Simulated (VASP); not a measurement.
# ZrHg (P4/mmm) in VASP: notebook, part 2 of 2

VASP 6.6.1. The steps go on from the part before.

## (3) Single point, LDA (volume scaled by 0.98, then relaxed in part)

Contents of INCAR:

```
  PREC = Accurate
  ENCUT = 520
  EDIFF = 1E-7
  ISMEAR = -1
  SIGMA = 0.15
  LREAL = False
  LASPH = True
  NELM = 100
  ALGO = Fast
  ISIF = 2
  LWAVE = False
  LCHARG = True
  LELF = True
  LVHAR = True
  NBANDS = 19
```

Contents of KPOINTS:

```
regular mesh
0
Gamma
  14 14 10
```

Contents of POSCAR:

```
ZrHg
1.0
    3.0591279102      0.0000000000      0.0000000000
    0.0000000000      3.0591279102      0.0000000000
    0.0000000000      0.0000000000      4.1819851546
Zr Hg
1 1
Direct
    0.5000000000      0.5000000000      0.5000000000
    0.0000000000      0.0000000000      0.0000000000
```

Potentials or basis: VASP PAW LDA potentials, release 64 (Zr_sv, Hg).

Launch:

```
cat potpaw_LDA.64/Zr_sv/POTCAR potpaw_LDA.64/Hg/POTCAR > POTCAR
mpirun -np 1 vasp_std > vasp.out
```

OUTCAR:

```text
PREC = Accurate
   ENCUT = 520
   EDIFF = 1E-7
   ISMEAR = -1
   LREAL = False
   LASPH = True
   NELM = 100
   ISIF = 2

 ion  position               nearest neighbor table
   1  0.500  0.500  0.500-   2 3.01   2 3.01   2 3.01   2 3.01   2 3.01   2 3.01   2 3.01   2 3.01

   2  0.000  0.000  0.000-   1 3.01   1 3.01   1 3.01   1 3.01   1 3.01   1 3.01   1 3.01   1 3.01

  LATTYP: Found a simple tetragonal cell.
 ALAT       =     3.0591279102
 C/A-ratio  =     1.3670514203

  Lattice vectors:

 A1 = (   3.0591279102,   0.0000000000,   0.0000000000)
 A2 = (   0.0000000000,   3.0591279102,   0.0000000000)
 A3 = (   0.0000000000,   0.0000000000,   4.1819851546)

Analysis of symmetry for initial positions (statically):
=====================================================================
 Subroutine PRICEL returns:
 Original cell was already a primitive cell.

 Routine SETGRP: Setting up the symmetry group for a
 simple tetragonal supercell.

 Subroutine GETGRP returns: Found 16 space group operations
 (whereof 16 operations were pure point group operations)
 out of a pool of 16 trial point group operations.

The static configuration has the point symmetry D_4h.

Analysis of symmetry for dynamics (positions and initial velocities):
=====================================================================
 Subroutine PRICEL returns:
 Original cell was already a primitive cell.

 Routine SETGRP: Setting up the symmetry group for a
 simple tetragonal supercell.

 Subroutine GETGRP returns: Found 16 space group operations
 (whereof 16 operations were pure point group operations)
 out of a pool of 16 trial point group operations.

The dynamic configuration has the point symmetry D_4h.

 Subroutine INISYM returns: Found 16 space group operations
 (whereof 16 operations are pure point group operations),
 and found     1 'primitive' translations

----------------------------------------------------------------------------------------

                                     Primitive cell

  volume of cell :      39.1361

  direct lattice vectors                    reciprocal lattice vectors
     3.059127910  0.000000000  0.000000000     0.326890548  0.000000000  0.000000000
     0.000000000  3.059127910  0.000000000     0.000000000  0.326890548  0.000000000
     0.000000000  0.000000000  4.181985155     0.000000000  0.000000000  0.239120887

  length of vectors
     3.059127910  3.059127910  4.181985155     0.326890548  0.326890548  0.239120887

  position of ions in fractional coordinates (direct lattice)
     0.500000000  0.500000000  0.500000000
     0.000000000  0.000000000  0.000000000

  ion indices of the primitive-cell ions
   primitive index   ion index
                 1           1
                 2           2

----------------------------------------------------------------------------------------

 KPOINTS: regular mesh

Automatic generation of k-mesh.
 Grid dimensions read from file:
 generate k-points for:   14   14   10

 Generating k-lattice:

  Cartesian coordinates                     Fractional coordinates (reciprocal lattice)
     0.023349325  0.000000000  0.000000000     0.071428571  0.000000000  0.000000000
     0.000000000  0.023349325  0.000000000     0.000000000  0.071428571  0.000000000
     0.000000000  0.000000000  0.023912089     0.000000000  0.000000000  0.100000000

  Length of vectors
     0.023349325  0.023349325  0.023912089

  Shift w.r.t. Gamma in fractional coordinates (k-lattice)
     0.000000000  0.000000000  0.000000000

 Subroutine IBZKPT returns following result:
 ===========================================

 Found    216 irreducible k-points:

 Following reciprocal coordinates:
            Coordinates               Weight
  0.000000  0.000000  0.000000      1.000000
  0.071429  0.000000  0.000000      4.000000
  0.142857  0.000000  0.000000      4.000000
  0.214286  0.000000  0.000000      4.000000
  0.285714  0.000000  0.000000      4.000000
  0.357143  0.000000  0.000000      4.000000
[... 16 lines left out ...]
  0.285714  0.214286  0.000000      8.000000
  0.357143  0.214286  0.000000      8.000000
 [... further k-points ...]
   k-points           NKPTS =    216   k-points in BZ     NKDIM =    216   number of bands    NBANDS=     19
   number of dos      NEDOS =    301   number of ions     NIONS =      2
   total plane-waves  NPLWV =  18432
   dimension x,y,z NGX =    24 NGY =   24 NGZ =   32
   dimension x,y,z NGXF=    48 NGYF=   48 NGZF=   64
   ions per type =               1   1
   NGX,Y,Z   is equivalent  to a cutoff of  13.04, 13.04, 12.72 a.u.
   NGXF,Y,Z  is equivalent  to a cutoff of  26.09, 26.09, 25.44 a.u.
 SYSTEM =  unknown system
   PREC   = accura    normal or accurate (medium, high low for compatibility)
   ISTART =      0    job   : 0-new  1-cont  2-samecut
   ICHARG =      2    charge: 1-file 2-atom 10-const
   ISPIN  =      1    spin polarized calculation?
   LNONCOLLINEAR =      F non collinear calculations
   LSORBIT =      F    spin-orbit coupling
   LASPH  =      T    aspherical Exc in radial PAW
   ENCUT  =  520.0 eV  38.22 Ry    6.18 a.u.   5.69  5.69  7.78*2*pi/ulx,y,z
   NELM   =    100;   NELMIN=  2; NELMDL= -5     # of ELM steps
   EDIFF  = 0.1E-06   stopping-criterion for ELM
   LREAL  =      F    real-space projection
   EDIFFG = 0.1E-05   stopping-criterion for IOM
   NSW    =      0    number of steps for IOM
   IBRION =     -1    ionic relax: 0-MD 1-quasi-New 2-CG
   NFREE  =      0    steps in history (QN), initial steepest desc. (CG)
   ISIF   =      2    stress and relaxation
   ISYM   =      2    0-nonsym 1-usesym 2-fastsym
   POTIM  = 0.5000    time-step for ionic-motion
   TEBEG  =    0.0;   TEEND  =   0.0 temperature during run
   PSTRESS=    0.0 pullay stress
   NELECT =      24.0000    total number of electrons
   NUPDOWN=      -1.0000    fix difference up-down
   EMIN   =  10.00;   EMAX   =-10.00  energy-range for DOS
   EFERMI =   0.00;   METHOD = LEGACY
   ISMEAR =    -1;   SIGMA  =   0.15  broadening in eV -4-tet -1-fermi 0-gaus
   EFERMI_NEDOS =   21; number of points for ismear=-14 and -15
   IALGO  =     68    algorithm
   IMIX   =      4    mixing-type and parameters
     AMIX     =   0.40;   BMIX     =  1.00
     AMIX_MAG =   1.60;   BMIX_MAG =  1.00
  volume/ion in A,a.u.               =      19.57       132.05
  Fermi-wavevector in a.u.,A,eV,Ry     =   1.390868  2.628360 26.320667  1.934514
  Thomas-Fermi vector in A             =   2.514762
   LORBIT       =      0    0 simple, 1 ext, 2 COOP (PROOUT), +10 PAW based schemes
   GGA     = CA    functional components
   LHFCALC =     F    Hartree Fock is set to
   AEXX    =    0.0000 exact exchange contribution
   IVDW    =     0    specifies the selected vdW correction
   LEPSILON=     F    determine dielectric tensor
   LRPA    =     F    only Hartree local field effects (RPA)
 non-spin polarized calculation
 RMM-DIIS sequential band-by-band and
  energy-cutoff  :      520.00
  volume of cell :       39.14
 maximum number of plane-waves:      1070
 NGX is ok and might be reduce to    24
   NGX = 11   NGY = 11   NGZ = 15

 number of electron      23.9999999 magnetization

 Free energy of the ion-electron system (eV)
  ---------------------------------------------------
  ext. energy  EPLUGINS =         0.00000000
  ---------------------------------------------------
  free energy    TOTEN  =       -11.00680305 eV

  energy without entropy =      -10.87654543  energy(sigma->0) =      -10.94167424

 E-fermi :   7.6640     XC(G=0): -12.1878

 val. band max:        7.6587443631   @ k =   0.4286   0.1429   0.1000
 cond. band min:       7.6686692741   @ k =   0.5000   0.1429   0.1000
 fundamental gap:      0.0099249109
 Fermi energy:         7.6640010155

 k-point     1 :       0.0000    0.0000    0.0000
  band No.  band energies     occupation
      1     -40.8668      2.00000
      2     -19.1899      2.00000
      3     -18.6217      2.00000
      4     -18.6217      2.00000
      5      -1.6718      2.00000
      6      -0.9942      2.00000
[... 11 lines left out ...]
     18      16.0014      0.00000
     19      16.6118      0.00000
[... 485 lines left out ...]
 k-point    24 :       0.3571    0.2143    0.0000
  band No.  band energies     occupation
      1     -40.7666      2.00000
      2     -19.2488      2.00000
      3     -19.0814      2.00000
      4     -18.8739      2.00000
      5      -0.2805      2.00000
      6      -0.2750      2.00000
[... 11 lines left out ...]
     18      16.3600      0.00000
     19      18.2874      0.00000

 [... further k-points ...]

------------------------ aborting loop because EDIFF is reached ----------------------------------------

  FORCE on cell =-STRESS in cart. coord.  units (eV):
  Direction    XX          YY          ZZ          XY          YZ          ZX
  --------------------------------------------------------------------------------------
  -------------------------------------------------------------------------------------
  Total        0.8497024      0.8497024      0.8848972      0.0000000      0.0000000      0.0000000
  in kB       34.7856144     34.7856144     36.2264402      0.0000000      0.0000000      0.0000000
  external PRESSURE =      35.2658897 kB  Pullay stress =       0.0000000 kB

 VOLUME and BASIS-vectors are now :
 -----------------------------------------------------------------------------
  energy-cutoff  :      520.00
  volume of cell :       39.14
      direct lattice vectors                 reciprocal lattice vectors
     3.059127910  0.000000000  0.000000000     0.326890548  0.000000000  0.000000000
     0.000000000  3.059127910  0.000000000     0.000000000  0.326890548  0.000000000
     0.000000000  0.000000000  4.181985155     0.000000000  0.000000000  0.239120887

 POSITION                                       TOTAL-FORCE (eV/Angst)
 -----------------------------------------------------------------------------------
      1.52956      1.52956      2.09099         0.000000      0.000000      0.000000
      0.00000      0.00000      0.00000         0.000000      0.000000      0.000000
 -----------------------------------------------------------------------------------
    total drift:                                0.000000      0.000000     -0.000000

  FREE ENERGIE OF THE ION-ELECTRON SYSTEM (eV)
  ---------------------------------------------------
  free  energy   TOTEN  =       -11.0068030499 eV

  energy  without entropy=      -10.8765454334  energy(sigma->0) =      -10.94167424
```

OSZICAR:

```text
N       E                     dE             d eps       ncg     rms          rms(c)
DAV:   1     0.205152616407E+03    0.20515E+03   -0.13354E+04  8416   0.128E+03
DAV:   2    -0.195495545931E+01   -0.20711E+03   -0.20148E+03  8891   0.363E+02
DAV:   3    -0.114936804029E+02   -0.95387E+01   -0.94229E+01 13522   0.688E+01
[... 12 lines left out ...]
RMM:  16    -0.110068021111E+02   -0.10267E-05   -0.78891E-06 11779   0.163E-02    0.231E-02
RMM:  17    -0.110068028263E+02   -0.71520E-06   -0.56577E-06 11749   0.172E-02    0.381E-02
RMM:  18    -0.110068027637E+02    0.62566E-07   -0.76745E-06 11793   0.256E-02    0.780E-03
RMM:  19    -0.110068028869E+02   -0.12323E-06   -0.18574E-06 10322   0.985E-03    0.400E-04
RMM:  20    -0.110068029901E+02   -0.10316E-06   -0.78418E-07  6951   0.419E-03    0.267E-04
RMM:  21    -0.110068030499E+02   -0.59777E-07   -0.46958E-07  6368   0.304E-03
   1 F= -.11006803E+02 E0= -.10941674E+02  d E =-.130258E+00
```

It took 3 min on 1 thread of AMD EPYC 7R43 (Zen 3), shared host; peak memory 0.23 GiB.

What came out:

```
Free energy            : -11.0068 eV
Pressure               : 3.5 GPa
Band gap on the k mesh : zero (band 12 reaches 8.49 eV, above the bottom of band 13 at 6.95 eV)
```

Stress tensor (GPa, compression positive):
```
3.48 0.00 0.00
0.00 3.48 0.00
0.00 0.00 3.62
```

Caveat: the cell differs from its parent crystal (volume scaled by 0.98, then relaxed in part); spin-orbit coupling is left out, which moves the levels of the heavy elements.

## (4) Single point, LDA

This run uses another cell than the first one, of 19.97 Å³/atom, 1.023 times its volume.

Contents of INCAR:

```
ALGO     = Fast           # electronic algorithm
EDIFF    = 1E-6           # SCF threshold, eV
ENCUT    = 520            # plane-wave cutoff, eV
ISIF     = 2              # what is computed and relaxed
ISMEAR   = -1             # smearing method
LASPH    = T              # aspherical terms in the spheres
LCHARG   = F              # write CHGCAR
LREAL    = F              # projectors in reciprocal space
LWAVE    = F              # write WAVECAR
NBANDS   = 19             # bands
NELM     = 100            # most SCF steps
PREC     = Accurate       # precision mode
SIGMA    = 0.15           # smearing width, eV
```

Contents of KPOINTS:

```
k-points
0
Gamma
  14 14 10
```

Contents of POSCAR:

```
ZrHg
1.0
    3.0847426180      0.0000000000      0.0000000000
    0.0000000000      3.0847426180      0.0000000000
    0.0000000000      0.0000000000      4.1967569336
Zr Hg
1 1
Direct
    0.5000000000      0.5000000000      0.5000000000
    0.0000000000      0.0000000000      0.0000000000
```

Launch:

```
cat potpaw_LDA.64/Zr_sv/POTCAR potpaw_LDA.64/Hg/POTCAR > POTCAR
mpirun -np 1 vasp_std > vasp.out
```

It took 2.2 min on 1 thread of AMD EPYC 7R43 (Zen 3), shared host; peak memory 0.23 GiB.

Results (log left out):

| Item | Value |
| --- | --- |
| Free energy | -11.0179 eV |
| Pressure | 0.8 GPa |
| Band gap on the k mesh | zero (band 12 reaches 8.26 eV, above the bottom of band 13 at 6.75 eV) |

Stress tensor (GPa, compression positive):
```
0.79 0.00 0.00
0.00 0.79 0.00
0.00 0.00 0.92
```

Levels at points of the mesh, in eV from the Fermi level:
| k point | band 9 | band 10 | band 11 | band 12 | band 13 | band 14 | band 15 | band 16 |
| --- | --- | --- | --- | --- | --- | --- | --- | --- |
| (0.00, 0.00, 0.00) | -7.23 | -6.74 | -0.92 | -0.64 | 1.46 | 3.49 | 3.49 | 4.56 |
| (0.50, 0.00, 0.00) | -7.05 | -3.83 | -3.61 | -1.61 | -0.68 | 1.79 | 3.24 | 6.49 |
| (0.50, 0.50, 0.00) | -6.08 | -2.91 | 0.58 | 0.58 | 1.70 | 1.70 | 2.03 | 4.70 |
| (0.00, 0.00, 0.50) | -6.72 | -6.44 | -4.56 | -1.27 | 1.12 | 2.03 | 2.03 | 4.45 |
| (0.50, 0.00, 0.50) | -7.17 | -4.27 | -1.40 | -0.50 | 0.00 | 2.57 | 3.18 | 3.55 |
| (0.50, 0.50, 0.50) | -6.08 | -2.93 | -2.24 | -2.24 | 0.16 | 2.83 | 6.20 | 7.20 |

Caveat: spin-orbit coupling is left out, which moves the levels of the heavy elements.

## (5) Single point, LDA (volume scaled by 1.02, then relaxed in part)

Contents of INCAR:

```
SYSTEM = ZrHg
ALGO     = Fast           ! electronic algorithm
EDIFF    = 1E-6           ! SCF threshold, eV
ENCUT    = 520            ! plane-wave cutoff, eV
GGA      = CA             ! functional
ISIF     = 2              ! what is computed and relaxed
ISMEAR   = -1             ! smearing method
LASPH    = .True.         ! aspherical terms in the spheres
LCHARG   = .False.        ! write CHGCAR
LREAL    = .False.        ! projectors in reciprocal space
LWAVE    = .False.        ! write WAVECAR
NBANDS   = 19             ! bands
NELM     = 80             ! most SCF steps
PREC     = Accurate       ! precision mode
SIGMA    = 0.15           ! smearing width, eV
```

Contents of KPOINTS:

```
k-points
0
Gamma
  14 14 10
  0 0 0
```

Contents of POSCAR:

```
ZrHg
1.0
    3.1103483744      0.0000000000      0.0000000000
    0.0000000000      3.1103483744      0.0000000000
    0.0000000000      0.0000000000      4.2105011067
Zr Hg
1 1
Direct
    0.5000000000      0.5000000000      0.5000000000
    0.0000000000      0.0000000000      0.0000000000
```

Launch:

```
cat potpaw_LDA.64/Zr_sv/POTCAR potpaw_LDA.64/Hg/POTCAR > POTCAR
mpirun -np 1 vasp_std > vasp.out
```

Wall time 3.1 min (1 thread of AMD EPYC 7R43 (Zen 3), shared host); peak memory 0.23 GiB.

The run converged. Its results:

```yaml
Free_energy: -11.0163 eV
Pressure: -1.6 GPa
Band_gap_on_the_k_mesh: zero (band 12 reaches 8.04 eV, above the bottom of band 13 at 6.57 eV)
```

Stress tensor (GPa, compression positive):
```
-1.64  0.00  0.00
 0.00 -1.64  0.00
 0.00  0.00 -1.51
```

Levels at points of the mesh, in eV from the Fermi level:
```csv
k point,band 10,band 11,band 12,band 13,band 14,band 15
"(0.00, 0.00, 0.00)",-6.70,-0.88,-0.62,1.47,3.39,3.39
"(0.50, 0.00, 0.00)",-3.76,-3.65,-1.53,-0.65,1.75,3.16
"(0.50, 0.50, 0.00)",-2.92,0.56,0.56,1.66,1.66,1.95
"(0.00, 0.00, 0.50)",-6.37,-4.51,-1.22,1.15,1.98,1.98
"(0.50, 0.00, 0.50)",-4.27,-1.35,-0.49,-0.04,2.51,3.11
"(0.50, 0.50, 0.50)",-2.84,-2.18,-2.18,0.06,2.79,6.01
```

Caveat: the cell differs from its parent crystal (volume scaled by 1.02, then relaxed in part); spin-orbit coupling is left out, which moves the levels of the heavy elements.

## (6) The runs side by side

| cell | further INCAR settings | gap on the mesh (eV) | pressure (GPa) |
| --- | --- | --- | --- |
| a = 3.056, b = 3.056, c = 4.180 Å, 2 atoms | ALGO = Fast; EDIFF = 1e-06; NBANDS = 19 | none | 3.9 |
| a = 3.059, b = 3.059, c = 4.182 Å, 2 atoms | ALGO = Fast; EDIFF = 1e-07; NBANDS = 19 | none | 3.5 |
| a = 3.085, b = 3.085, c = 4.197 Å, 2 atoms | ALGO = Fast; EDIFF = 1e-06; NBANDS = 19 | none | 0.8 |
| a = 3.110, b = 3.110, c = 4.211 Å, 2 atoms | ALGO = Fast; EDIFF = 1e-06; NBANDS = 19 | none | -1.6 |

Alike in all rows: task single point; level LDA; potentials or basis VASP PAW LDA potentials, release 64 (Zr_sv, Hg); no spin polarisation; k mesh 14 × 14 × 10; cutoff (eV) 520; smearing fermi-dirac 0.15 eV.

Caveats: spin-orbit coupling is left out, which moves the levels of the heavy elements.

Total energies depend on the potentials used, so only differences within one code and one set of settings carry meaning.
